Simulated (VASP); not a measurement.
Input of a VASP 6.6.1 run:

Contents of INCAR:

```
SYSTEM = Ir
PREC = Accurate
ENCUT = 600
EDIFF = 1E-6
ISMEAR = 0
SIGMA = 0.1
LREAL = .FALSE.
LASPH = .TRUE.
NELM = 80
ALGO = Normal
ISIF = 3
LWAVE = .FALSE.
LCHARG = .FALSE.
GGA = PE
IBRION = 2
NSW = 100
EDIFFG = -0.005
```

KPOINTS

```
regular mesh
0
G
  18 18 18
  0 0 0
```

File POSCAR:

```
Ir
1.0
    0.0000000000      1.9269646700      1.9269646700
    1.9269646700      0.0000000000      1.9269646700
    1.9269646700      1.9269646700      0.0000000000
Ir
1
Direct
    0.0000000000      0.0000000000      0.0000000000
```

Potentials or basis: VASP PAW PBE potentials, release 64 (Ir).

Launch:

```console
$ cat potpaw_PBE.64/Ir/POTCAR > POTCAR
$ mpirun -np 1 vasp_std > vasp.out
```

What does it give for the relaxed volume?

14.52 Å³/atom.

Estimate the relaxed cell.

a = 2.738 Å, b = 2.738 Å, c = 2.738 Å, α = 60.00°, β = 60.00°, γ = 60.00°.

Final structure:
```
CELL_PARAMETERS angstrom
0.00000 1.93639 1.93639
1.93639 0.00000 1.93639
1.93639 1.93639 0.00000
ATOMIC_POSITIONS crystal
Ir 0.00000 0.00000 0.00000
```
